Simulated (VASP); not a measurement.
# CsRe2 (Fm-3m) in VASP: further runs

Runs on CsRe2. Level: PBE. Tasks: single point, relaxation of cell and atoms.

All numbers are computed with VASP 6.6.1; they aren't measurements. Logs are shortened: lines on timing, memory, paths and dates and some standing lists are left out, and cuts for length are marked.

**1. The cell of the first run**

Symmetry: Fm-3m, No. 225, cubic system. The conventional cell has a = 6.622 Å, b = 6.622 Å, c = 6.622 Å, α = 90.00°, β = 90.00°, γ = 90.00°. Cs (site symmetry m-3m) has 8 Re at 2.87 Å within 3.8 Å. Re (site symmetry -43m) has 4 Cs at 2.87 Å and 6 Re at 3.31 Å within 3.8 Å.

**2. Single point, PBE**

INCAR

```
SYSTEM = CsRe2
ALGO = Normal
EDIFF = 1E-7
ENCUT = 520
GGA = PE
ISIF = 2
ISMEAR = 0
LASPH = .True.
LCHARG = .False.
LREAL = .False.
LWAVE = .False.
NBANDS = 18
NELM = 60
PREC = Accurate
SIGMA = 0.1
```

KPOINTS

```
k-points
0
Gamma
  6 6 6
  0 0 0
```

POSCAR

```
CsRe2
1.0
    0.0000000000      3.3112270065      3.3112270065
    3.3112270065      0.0000000000      3.3112270065
    3.3112270065      3.3112270065      0.0000000000
Cs Re
1 2
Direct
    0.0000000000      0.0000000000      0.0000000000
    0.2500000000      0.2500000000      0.2500000000
    0.7500000000      0.7500000000      0.7500000000
```

Potentials or basis: VASP PAW PBE potentials, release 64 (Cs_sv, Re).

The run is started by

```console
> cat potpaw_PBE.64/Cs_sv/POTCAR potpaw_PBE.64/Re/POTCAR > POTCAR
> mpirun -np 1 vasp_std > vasp.out
```

OUTCAR:

```text
SYSTEM = CsRe2
   EDIFF = 1E-7
   ENCUT = 520
   GGA = PE
   ISIF = 2
   ISMEAR = 0
   LASPH = .True.
   LREAL = .False.
   NELM = 60
   PREC = Accurate

 ion  position               nearest neighbor table
   1  0.000  0.000  0.000-   3 2.87   3 2.87   3 2.87   2 2.87   3 2.87   2 2.87   2 2.87   2 2.87

   2  0.250  0.250  0.250-   1 2.87   1 2.87   1 2.87   1 2.87   3 3.31   3 3.31   3 3.31   3 3.31
                             3 3.31   3 3.31
   3  0.750  0.750  0.750-   1 2.87   1 2.87   1 2.87   1 2.87   2 3.31   2 3.31   2 3.31   2 3.31
                             2 3.31   2 3.31

  LATTYP: Found a face centered cubic cell.
 ALAT       =     6.6224540130

  Lattice vectors:

 A1 = (   0.0000000000,   3.3112270065,   3.3112270065)
 A2 = (   3.3112270065,   0.0000000000,   3.3112270065)
 A3 = (   3.3112270065,   3.3112270065,   0.0000000000)

Analysis of symmetry for initial positions (statically):
=====================================================================
 Subroutine PRICEL returns:
 Original cell was already a primitive cell.

 Routine SETGRP: Setting up the symmetry group for a
 face centered cubic supercell.

 Subroutine GETGRP returns: Found 48 space group operations
 (whereof 48 operations were pure point group operations)
 out of a pool of 48 trial point group operations.

The static configuration has the point symmetry O_h .

Analysis of symmetry for dynamics (positions and initial velocities):
=====================================================================
 Subroutine PRICEL returns:
 Original cell was already a primitive cell.

 Routine SETGRP: Setting up the symmetry group for a
 face centered cubic supercell.

 Subroutine GETGRP returns: Found 48 space group operations
 (whereof 48 operations were pure point group operations)
 out of a pool of 48 trial point group operations.

The dynamic configuration has the point symmetry O_h .

 Subroutine INISYM returns: Found 48 space group operations
 (whereof 48 operations are pure point group operations),
 and found     1 'primitive' translations

----------------------------------------------------------------------------------------

                                     Primitive cell

  volume of cell :      72.6101

  direct lattice vectors                    reciprocal lattice vectors
     0.000000000  3.311227006  3.311227006    -0.151001426  0.151001426  0.151001426
     3.311227006  0.000000000  3.311227006     0.151001426 -0.151001426  0.151001426
     3.311227006  3.311227006  0.000000000     0.151001426  0.151001426 -0.151001426

  length of vectors
     4.682782141  4.682782141  4.682782141     0.261542142  0.261542142  0.261542142

  position of ions in fractional coordinates (direct lattice)
     0.000000000  0.000000000  0.000000000
     0.250000000  0.250000000  0.250000000
     0.750000000  0.750000000  0.750000000

  ion indices of the primitive-cell ions
   primitive index   ion index
                 1           1
                 2           2
                 3           3

----------------------------------------------------------------------------------------

 KPOINTS: k-points

Automatic generation of k-mesh.
 Grid dimensions read from file:
 generate k-points for:    6    6    6

 Generating k-lattice:

  Cartesian coordinates                     Fractional coordinates (reciprocal lattice)
    -0.025166904  0.025166904  0.025166904     0.166666667  0.000000000  0.000000000
     0.025166904 -0.025166904  0.025166904     0.000000000  0.166666667  0.000000000
     0.025166904  0.025166904 -0.025166904     0.000000000  0.000000000  0.166666667

  Length of vectors
     0.043590357  0.043590357  0.043590357

  Shift w.r.t. Gamma in fractional coordinates (k-lattice)
     0.000000000  0.000000000  0.000000000

 Subroutine IBZKPT returns following result:
 ===========================================

 Found     16 irreducible k-points:

 Following reciprocal coordinates:
            Coordinates               Weight
  0.000000  0.000000  0.000000      1.000000
  0.166667  0.000000  0.000000      8.000000
  0.333333  0.000000  0.000000      8.000000
  0.500000  0.000000  0.000000      4.000000
  0.166667  0.166667  0.000000      6.000000
  0.333333  0.166667  0.000000     24.000000
[... 8 lines left out ...]
 -0.333333  0.333333  0.166667     24.000000
 -0.333333  0.500000  0.166667     12.000000
   k-points           NKPTS =     16   k-points in BZ     NKDIM =     16   number of bands    NBANDS=     18
   number of dos      NEDOS =    301   number of ions     NIONS =      3
   total plane-waves  NPLWV =  46656
   dimension x,y,z NGX =    36 NGY =   36 NGZ =   36
   dimension x,y,z NGXF=    72 NGYF=   72 NGZF=   72
   ions per type =               1   2
   NGX,Y,Z   is equivalent  to a cutoff of  12.78, 12.78, 12.78 a.u.
   NGXF,Y,Z  is equivalent  to a cutoff of  25.56, 25.56, 25.56 a.u.
 SYSTEM =  CsRe2
   PREC   = accura    normal or accurate (medium, high low for compatibility)
   ISTART =      0    job   : 0-new  1-cont  2-samecut
   ICHARG =      2    charge: 1-file 2-atom 10-const
   ISPIN  =      1    spin polarized calculation?
   LNONCOLLINEAR =      F non collinear calculations
   LSORBIT =      F    spin-orbit coupling
   LASPH  =      T    aspherical Exc in radial PAW
   ENCUT  =  520.0 eV  38.22 Ry    6.18 a.u.   8.71  8.71  8.71*2*pi/ulx,y,z
   NELM   =     60;   NELMIN=  2; NELMDL= -5     # of ELM steps
   EDIFF  = 0.1E-06   stopping-criterion for ELM
   LREAL  =      F    real-space projection
   EDIFFG = 0.1E-05   stopping-criterion for IOM
   NSW    =      0    number of steps for IOM
   IBRION =     -1    ionic relax: 0-MD 1-quasi-New 2-CG
   NFREE  =      0    steps in history (QN), initial steepest desc. (CG)
   ISIF   =      2    stress and relaxation
   ISYM   =      2    0-nonsym 1-usesym 2-fastsym
   POTIM  = 0.5000    time-step for ionic-motion
   TEBEG  =    0.0;   TEEND  =   0.0 temperature during run
   PSTRESS=    0.0 pullay stress
   NELECT =      23.0000    total number of electrons
   NUPDOWN=      -1.0000    fix difference up-down
   EMIN   =  10.00;   EMAX   =-10.00  energy-range for DOS
   EFERMI =   0.00;   METHOD = LEGACY
   ISMEAR =     0;   SIGMA  =   0.10  broadening in eV -4-tet -1-fermi 0-gaus
   EFERMI_NEDOS =   21; number of points for ismear=-14 and -15
   IALGO  =     38    algorithm
   IMIX   =      4    mixing-type and parameters
     AMIX     =   0.40;   BMIX     =  1.00
     AMIX_MAG =   1.60;   BMIX_MAG =  1.00
  volume/ion in A,a.u.               =      24.20       163.33
  Fermi-wavevector in a.u.,A,eV,Ry     =   1.115968  2.108874 16.944492  1.245385
  Thomas-Fermi vector in A             =   2.252578
   LORBIT       =      0    0 simple, 1 ext, 2 COOP (PROOUT), +10 PAW based schemes
   GGA     = PE    functional components
   LHFCALC =     F    Hartree Fock is set to
   AEXX    =    0.0000 exact exchange contribution
   IVDW    =     0    specifies the selected vdW correction
   LEPSILON=     F    determine dielectric tensor
   LRPA    =     F    only Hartree local field effects (RPA)
 non-spin polarized calculation
 Gauss-broadening in eV      SIGMA  =   0.10
  energy-cutoff  :      520.00
  volume of cell :       72.61
 maximum number of plane-waves:      1980
   NGX = 17   NGY = 17   NGZ = 17

 number of electron      23.0000000 magnetization

 Free energy of the ion-electron system (eV)
  ---------------------------------------------------
  ext. energy  EPLUGINS =         0.00000000
  ---------------------------------------------------
  free energy    TOTEN  =       -14.08006685 eV

  energy without entropy =      -14.04807617  energy(sigma->0) =      -14.06407151

 E-fermi :   4.1248     XC(G=0): -11.0112

 val. band max:        4.0976450511   @ k =   0.1667   0.1667   0.0000
 cond. band min:       4.1965810585   @ k =   0.5000   0.3333   0.1667
 fundamental gap:      0.0989360074
 Fermi energy:         4.1247868799

 k-point     1 :       0.0000    0.0000    0.0000
  band No.  band energies     occupation
      1     -18.1880      2.00000
      2      -5.5934      2.00000
      3      -5.5934      2.00000
      4      -5.5934      2.00000
      5       0.0758      2.00000
      6       1.1588      2.00000
[... 10 lines left out ...]
     17       6.7371      0.00000
     18       6.7371      0.00000

 k-point     2 :       0.1667    0.0000    0.0000
  band No.  band energies     occupation
      1     -18.1614      2.00000
      2      -5.7541      2.00000
      3      -5.5678      2.00000
      4      -5.5678      2.00000
      5       0.6947      2.00000
      6       1.3356      2.00000
[... 10 lines left out ...]
     17       7.7522      0.00000
     18       7.7522      0.00000

 k-point     3 :       0.3333    0.0000    0.0000
  band No.  band energies     occupation
      1     -18.1077      2.00000
      2      -6.0032      2.00000
      3      -5.5158      2.00000
      4      -5.5158      2.00000
      5       1.6708      2.00000
      6       1.8475      2.00000
[... 10 lines left out ...]
     17       8.8187      0.00000
     18       8.8187      0.00000

 k-point     4 :       0.5000    0.0000    0.0000
  band No.  band energies     occupation
      1     -18.0808      2.00000
      2      -6.1012      2.00000
      3      -5.4895      2.00000
      4      -5.4895      2.00000
      5       1.7974      2.00000
      6       2.3746      2.00000
[... 207 lines left out ...]
      4      -5.4617      2.00000
      5       1.7100      2.00000
      6       1.7420      2.00000
[... 10 lines left out ...]
     17       7.7376      0.00000
     18       9.4768      0.00000

 k-point    15 :      -0.3333    0.3333    0.1667
  band No.  band energies     occupation
      1     -18.0550      2.00000
      2      -5.9499      2.00000
      3      -5.8056      2.00000
      4      -5.4389      2.00000
      5       1.5865      2.00000
      6       1.6442      2.00000
[... 10 lines left out ...]
     17       8.1937      0.00000
     18       8.5897      0.00000

 k-point    16 :      -0.3333    0.5000    0.1667
  band No.  band energies     occupation
      1     -18.0464      2.00000
      2      -6.1272      2.00000
      3      -5.6644      2.00000
      4      -5.4140      2.00000
      5       1.1332      2.00000
      6       1.5878      2.00000
[... 10 lines left out ...]
     17       7.0768      0.00000
     18       8.5758      0.00000

------------------------ aborting loop because EDIFF is reached ----------------------------------------

  FORCE on cell =-STRESS in cart. coord.  units (eV):
  Direction    XX          YY          ZZ          XY          YZ          ZX
  --------------------------------------------------------------------------------------
  -------------------------------------------------------------------------------------
  Total       -4.6249825     -4.6249825     -4.6249825     -0.0000000     -0.0000000      0.0000000
  in kB     -102.0525387   -102.0525387   -102.0525387     -0.0000000     -0.0000000      0.0000000
  external PRESSURE =    -102.0525387 kB  Pullay stress =       0.0000000 kB

 VOLUME and BASIS-vectors are now :
 -----------------------------------------------------------------------------
  energy-cutoff  :      520.00
  volume of cell :       72.61
      direct lattice vectors                 reciprocal lattice vectors
     0.000000000  3.311227006  3.311227006    -0.151001426  0.151001426  0.151001426
     3.311227006  0.000000000  3.311227006     0.151001426 -0.151001426  0.151001426
     3.311227006  3.311227006  0.000000000     0.151001426  0.151001426 -0.151001426

 POSITION                                       TOTAL-FORCE (eV/Angst)
 -----------------------------------------------------------------------------------
      0.00000      0.00000      0.00000        -0.000000     -0.000000      0.000000
      1.65561      1.65561      1.65561         0.000000     -0.000000     -0.000000
      4.96684      4.96684      4.96684         0.000000      0.000000      0.000000
 -----------------------------------------------------------------------------------
    total drift:                                0.000000      0.000000      0.000000

  FREE ENERGIE OF THE ION-ELECTRON SYSTEM (eV)
  ---------------------------------------------------
  free  energy   TOTEN  =       -14.0800668524 eV

  energy  without entropy=      -14.0480761677  energy(sigma->0) =      -14.06407151
```

Wall time 14 s (1 thread of Intel Xeon 6975P-C (Granite Rapids), shared host); peak memory 0.2 GiB.

Results:

| Property | Result |
| --- | --- |
| Free energy | -14.0801 eV |
| Pressure | -10.2 GPa |
| Band gap on the k mesh | zero (an odd number of electrons rules out a gap without spin polarisation) |

Caveat: the cell stands under tension; spin-orbit coupling is left out, which moves the levels of the heavy elements.

**3. Relaxation of cell and atoms, PBE**

INCAR

```
SYSTEM = CsRe2
  ALGO = Normal
  EDIFF = 1E-6
  EDIFFG = -0.04
  ENCUT = 600
  GGA = PE
  IBRION = 2
  ISIF = 3
  ISMEAR = 0
  LASPH = .TRUE.
  LCHARG = .FALSE.
  LREAL = .FALSE.
  LWAVE = .FALSE.
  NELM = 80
  NSW = 90
  PREC = Accurate
  SIGMA = 0.1
```

KPOINTS

```
k-points
0
G
  4 4 4
  0 0 0
```

POSCAR is that of step 2.

Potentials or basis: VASP PAW PBE potentials, release 64 (Cs_sv, Re).

The run is started by

```console
> cat potpaw_PBE.64/Cs_sv/POTCAR potpaw_PBE.64/Re/POTCAR > POTCAR
> mpirun -np 1 vasp_std > vasp.out
```

Wall time 32 s (1 thread of Intel Xeon 6975P-C (Granite Rapids), shared host); peak memory 0.23 GiB.

It converged, with:

| Quantity | Value |
| --- | --- |
| Free energy | -14.3309 eV |
| Relaxed volume | 21.24 Å³/atom |
| Relaxed cell | a = 4.483 Å, b = 4.483 Å, c = 4.483 Å, α = 60.00°, β = 60.00°, γ = 60.00° |
| Space group after relaxing (to 0.1 Å) | Fm-3m (No. 225) |
| Energy gained by relaxing | 108.8 meV/atom |
| Ionic steps | 3 |
| Pressure after relaxing | -0.2 GPa |
| Band gap on the k mesh | zero (an odd number of electrons rules out a gap without spin polarisation) |

Step by step:
```csv
step,energy change (eV),largest force (eV/Å),pressure (GPa),volume (Å³)
1,0.0000,0.0000,-10.19,72.61
2,-0.0884,0.0000,14.61,57.61
3,-0.3265,0.0000,-0.16,63.72
```

Final structure:
```
Cs Re
1.0
     0.00000    3.17011    3.17011
     3.17011    0.00000    3.17011
     3.17011    3.17011    0.00000
Cs Re
1 2
Direct
  0.00000 0.00000 0.00000
  0.25000 0.25000 0.25000
  0.75000 0.75000 0.75000
```

Levels at points of the mesh, in eV from the Fermi level:
```csv
k point,band 7,band 8,band 9,band 10,band 11,band 12,band 13,band 14,band 15
"(0.00, 0.00, 0.00)",-3.72,0.01,0.01,0.01,0.55,0.55,0.55,2.19,2.19
"(0.50, 0.00, 0.00)",-2.28,-1.89,-1.58,-1.58,-1.17,-1.17,0.00,1.61,1.61
"(0.50, 0.50, 0.00)",-2.86,-1.33,-1.33,-0.37,-0.37,-0.03,0.74,1.98,2.08
```

Caveat: the k points lie up to 0.43 Å⁻¹ apart in the final cell, too coarse for converged energies and pressures of a metal; spin-orbit coupling is left out, which moves the levels of the heavy elements.

**4. Relaxation of cell and atoms, PBE**

This run uses another cell than the first one, of 20.24 Å³/atom.

INCAR

```
SYSTEM = CsRe2
ALGO = Normal
EDIFF = 1E-6
EDIFFG = -0.04
ENCUT = 600
GGA = PE
IBRION = 2
ISIF = 3
ISMEAR = 0
LASPH = .True.
LCHARG = .False.
LREAL = .False.
LWAVE = .False.
NELM = 60
NSW = 90
PREC = Accurate
SIGMA = 0.1
```

KPOINTS

```
k-points
0
Gamma
  6 6 6
  0 0 0
```

POSCAR

```
CsRe2
1.0
    0.0000000000      3.1198178290      3.1198178290
    3.1198178290      0.0000000000      3.1198178290
    3.1198178290      3.1198178290      0.0000000000
Cs Re
1 2
Direct
    0.0000000000      0.0000000000      0.0000000000
    0.2500000000      0.2500000000      0.2500000000
    0.7500000000      0.7500000000      0.7500000000
```

The run is started by

```console
> cat potpaw_PBE.64/Cs_sv/POTCAR potpaw_PBE.64/Re/POTCAR > POTCAR
> mpirun -np 1 vasp_std > vasp.out
```

Wall time 27 s (1 thread of Intel Xeon 6975P-C (Granite Rapids), shared host); peak memory 0.22 GiB.

The run converged. Its results:

```
Free energy                           : -14.4271 eV
Relaxed volume                        : 21.09 Å³/atom
Relaxed cell                          : a = 4.472 Å, b = 4.472 Å, c = 4.472 Å, α = 60.00°, β = 60.00°, γ = 60.00°
Space group after relaxing (to 0.1 Å) : Fm-3m (No. 225)
Energy gained by relaxing             : 12.6 meV/atom
Ionic steps                           : 3
Pressure after relaxing               : 0.0 GPa
Band gap on the k mesh                : zero (an odd number of electrons rules out a gap without spin polarisation)
```

Step by step:
```
step  energy change (eV)  largest force (eV/Å)  pressure (GPa)  volume (Å³)
   1              0.0000                0.0000            5.07        60.73
   2              0.0151                0.0000           -4.80        66.54
   3             -0.0377                0.0000           -0.02        63.26
```

Final structure:
```
Cs Re
1.0
     0.00000    3.16251    3.16251
     3.16251    0.00000    3.16251
     3.16251    3.16251    0.00000
Cs Re
1 2
Direct
  0.00000 0.00000 0.00000
  0.25000 0.25000 0.25000
  0.75000 0.75000 0.75000
```

Levels at points of the mesh, in eV from the Fermi level:
| k point | band 8 | band 9 | band 10 | band 11 | band 12 | band 13 | band 14 | band 15 |
| --- | --- | --- | --- | --- | --- | --- | --- | --- |
| (0.00, 0.00, 0.00) | -0.05 | -0.05 | -0.05 | 0.51 | 0.51 | 0.51 | 2.16 | 2.16 |
| (0.50, 0.00, 0.00) | -1.97 | -1.66 | -1.66 | -1.24 | -1.24 | -0.04 | 1.58 | 1.58 |
| (0.50, 0.50, 0.00) | -1.40 | -1.40 | -0.43 | -0.43 | -0.06 | 0.69 | 1.96 | 2.04 |

Caveat: spin-orbit coupling is left out, which moves the levels of the heavy elements.

**5. Single point, PBE**

This run uses another cell than the first one, of 20.16 Å³/atom.

INCAR

```
SYSTEM = CsRe2
PREC = Accurate
ENCUT = 520
EDIFF = 1E-7
ISMEAR = 0
SIGMA = 0.1
LREAL = .False.
LASPH = .True.
NELM = 100
ALGO = Fast
ISIF = 2
LWAVE = .False.
LCHARG = .False.
GGA = PE
NBANDS = 18
```

KPOINTS

```
Automatic mesh
0
Gamma
  14 14 14
  0 0 0
```

POSCAR

```
CsRe2
1.0
    0.0000000000      3.1156022178      3.1156022178
    3.1156022178      0.0000000000      3.1156022178
    3.1156022178      3.1156022178      0.0000000000
Cs Re
1 2
Direct
    0.0000000000      0.0000000000      0.0000000000
    0.2500000000      0.2500000000      0.2500000000
    0.7500000000      0.7500000000      0.7500000000
```

The run is started by

```console
> cat potpaw_PBE.64/Cs_sv/POTCAR potpaw_PBE.64/Re/POTCAR > POTCAR
> mpirun -np 1 vasp_std > vasp.out
```

It took 85 s on 1 thread of Intel Xeon 6975P-C (Granite Rapids), shared host; peak memory 0.29 GiB.

It converged, with:

```
Free energy            : -14.3773 eV
Pressure               : 5.7 GPa
Band gap on the k mesh : zero (an odd number of electrons rules out a gap without spin polarisation)
```

Levels at points of the mesh, in eV from the Fermi level:
| k point | band 8 | band 9 | band 10 | band 11 | band 12 | band 13 | band 14 | band 15 |
| --- | --- | --- | --- | --- | --- | --- | --- | --- |
| (0.00, 0.00, 0.00) | -0.04 | -0.04 | -0.04 | 0.64 | 0.64 | 0.64 | 2.34 | 2.34 |
| (0.50, 0.00, 0.00) | -2.09 | -1.77 | -1.77 | -1.31 | -1.31 | 0.11 | 1.79 | 1.79 |
| (0.50, 0.50, 0.00) | -1.49 | -1.49 | -0.46 | -0.46 | 0.08 | 0.76 | 2.21 | 2.22 |

Caveat: the cell stands under pressure; spin-orbit coupling is left out, which moves the levels of the heavy elements.

(Part 1 of 2 ends here.)
